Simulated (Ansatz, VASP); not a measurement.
Cu: VASP beside Ansatz

```
Cu
1.0
     4.20559    0.00000    0.00000
    -2.10279    3.64215    0.00000
     0.00000    0.00000    2.52605
Cu
3
Direct
  0.00000 0.00000 0.00000
  0.33333 0.66667 0.50000
  0.66667 0.33333 0.50000
```

Alike in both runs: task single point; functional PBEsol; k mesh 10 × 10 × 14; occupations fermi-dirac, width 0.1 eV; no spin polarisation.

|  | VASP | Ansatz |
| --- | --- | --- |
| version | VASP 6.6.1 | Ansatz 0.2.0 |
| potentials or method | VASP PAW PBE potentials, release 64 (Cu), cutoff 520 eV | plane waves (420 eV) with PAW, scalar-relativistic |
| valence electrons in the cell | 33 | 57 |

VASP gave:

* pressure (GPa): -13.0
* traceless stress, the component that is largest in VASP (GPa): -0.14

Problem. Estimate Ansatz's values.

Solution. Pressure (GPa): -13.7; traceless stress, the component that is largest in VASP (GPa): -0.09.

VASP's potentials were made for PBE, not for PBEsol, and Ansatz warns of the same on its side. VASP's potentials hold 33 valence electrons a cell and Ansatz's 57, so a difference there can come from the potentials and not from the codes.
